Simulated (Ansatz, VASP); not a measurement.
# KI: VASP beside Ansatz

INCAR

```
PREC = Accurate
ENCUT = 520
EDIFF = 1E-6
ISMEAR = -1
SIGMA = 0.02
LREAL = False
LASPH = True
NELM = 60
ALGO = Normal
ISIF = 2
LWAVE = False
LCHARG = True
GGA = PE
LELF = True
LVHAR = True
NBANDS = 15
```

File KPOINTS:

```
Automatic mesh
0
Gamma
  6 6 6
```

The input POSCAR:

```
KI
1.0
    4.3079191986     -0.0353704512     -0.0353704512
   -0.0353704512      4.3079191986     -0.0353704512
   -0.0353704512     -0.0353704512      4.3079191986
K I
1 1
Direct
    0.0000000000      0.0000000000      0.0000000000
    0.5000000000      0.5000000000      0.5000000000
```

Input for Ansatz:

```yaml
crystal:
  lattice:
    - [4.3079191986, -0.0353704512, -0.0353704512]
    - [-0.0353704512, 4.3079191986, -0.0353704512]
    - [-0.0353704512, -0.0353704512, 4.3079191986]
  atoms:
    - { symbol: K, position: [0.0, 0.0, 0.0] }
    - { symbol: I, position: [0.5, 0.5, 0.5] }
kpoints:
  mp_grid: { grid: [6, 6, 6] }
  band_path:
    path: [[0.0, 0.0, 0.0], [0.0, 0.5, 0.0], [0.5, 0.5, 0.0], [0.5, 0.5, 0.5]]
    npoints: 1
hamiltonian:
  xc: pbe
scf:
  occupations: { method: fermi_dirac, width: 0.02 }
  n_extra_bands: 4
output:
  forces: true
  stress: true
  eigenvalues: true
```

Change from the starting cell: epitaxial_111 strain +1.2%.

Alike in both runs: task single point; functional PBE; k mesh 6 × 6 × 6; occupations fermi-dirac, width 0.02 eV; no spin polarisation.

```csv
,VASP,Ansatz
version,VASP 6.6.1,Ansatz 0.2.0
potentials or method,"VASP PAW PBE potentials, release 64 (K_sv, I)","plane waves, PAW"
plane-wave cutoff (eV),520,420
valence electrons in the cell,16,26
```

Ansatz gave:

```
gap on the k mesh at the Fermi level (eV)                     : 3.31
pressure (GPa)                                                : 0.3
traceless stress, the component that is largest in VASP (GPa) : 0.06
```

Question: Estimate VASP's values.

Answer: gap on the k mesh at the Fermi level (eV): 3.30; pressure (GPa): 0.4; traceless stress, the component that is largest in VASP (GPa): 0.06.

VASP's potentials hold 16 valence electrons a cell and Ansatz's 26, so a difference there can come from the potentials and not from the codes.

Neither program's run includes spin-orbit coupling.
